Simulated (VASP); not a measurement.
Runs of VASP 6.6.1 on RbBr. The structure is that of space group Fm-3m (No. 225), or close to it. The cells are those of the table. 

| task | level | spin | cell | k mesh | cutoff (eV) | smearing | grid for exact exchange (PRECFOCK) | share of exact exchange | screening parameter | gap on the mesh (eV) | pressure (GPa) |
| --- | --- | --- | --- | --- | --- | --- | --- | --- | --- | --- | --- |
| single point | PBE0 | off | a = 4.895 Å, angles 60.0°, 2 atoms | 4 × 4 × 4 | 520 | gaussian 0.01 eV | Normal | 0.25 | - | 6.17 | 0.3 |
| relaxation of cell and atoms | r2SCAN | off | relaxed from a = 4.959 Å, angles 60.0°, 2 atoms | 6 × 6 × 6 | 600 | fermi-dirac 0.02 eV | - | - | - | (b) | 0.0 |
| single point | HSE06 | off | a = 4.895 Å, angles 60.0°, 2 atoms | 4 × 4 × 4 | 520 | gaussian 0.01 eV | Normal | 0.25 | 0.2079 1/Å | 5.44 | 0.3 |
| dielectric tensor | PBE | off | a = 4.895 Å, angles 60.0°, 2 atoms | 6 × 6 × 6 | 520 | gaussian 0.01 eV | - | - | - | 4.29 | - |
| single point | PBE | non-collinear, zero start, SOC | a = 4.895 Å, angles 60.0°, 2 atoms | 6 × 6 × 6 | 520 | gaussian 0.01 eV | - | - | - | - | (a) |

Alike in all rows: potentials or basis VASP PAW PBE potentials, release 64 (Rb_sv, Br).

Question: Fill in the values left out.

Answer: (a) 0.6; (b) 4.89.

Caveats: the PAW data sets were made with another functional, which shifts forces and pressure a little (at least some runs).

A k mesh can miss the band edges, and rows without SOC leave out spin-orbit coupling on Br, Rb.
